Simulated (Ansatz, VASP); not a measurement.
## SnS3 in VASP and in Ansatz

```
Sn S
1.0
     3.69377    0.00000    0.00000
     0.00000    3.69377    0.00000
     0.00000    0.00000    7.13321
Sn S
1 3
Direct
  0.00000 0.00000 0.00000
  0.50000 0.50000 0.23654
  0.50000 0.50000 0.76346
  0.00000 0.00000 0.50000
```

Change from the starting cell: species swapped into the HgPb3 type (P4/mmm, No. 123).

Alike in both runs: task single point; functional PBE; k mesh 6 × 6 × 4; occupations gaussian, width 0.1 eV; no spin polarisation.

```csv
,VASP,Ansatz
version,VASP 6.6.1,Ansatz 0.2.0
potentials or method,"VASP PAW PBE potentials, release 64 (Sn_d, S), cutoff 520 eV","scalar-relativistic, plane waves, PAW"
valence electrons in the cell,32,32
```

```csv
,VASP,Ansatz,Ansatz less VASP
gap on the k mesh at the Fermi level (eV),none,none,-
pressure (GPa),-9.3,-9.2,+0.06
"traceless stress, the component that is largest in VASP (GPa)",0.87,0.86,-0.003
rms of the force components (eV/Å),0.080,0.080,-0.0002
```

Atom by atom the forces differ by 0.000 eV/Å (rms over components). A gap of «none» marks a metal or a gap that the smearing closes. With one functional, cell and mesh, what is left measures potentials, basis and numerics.
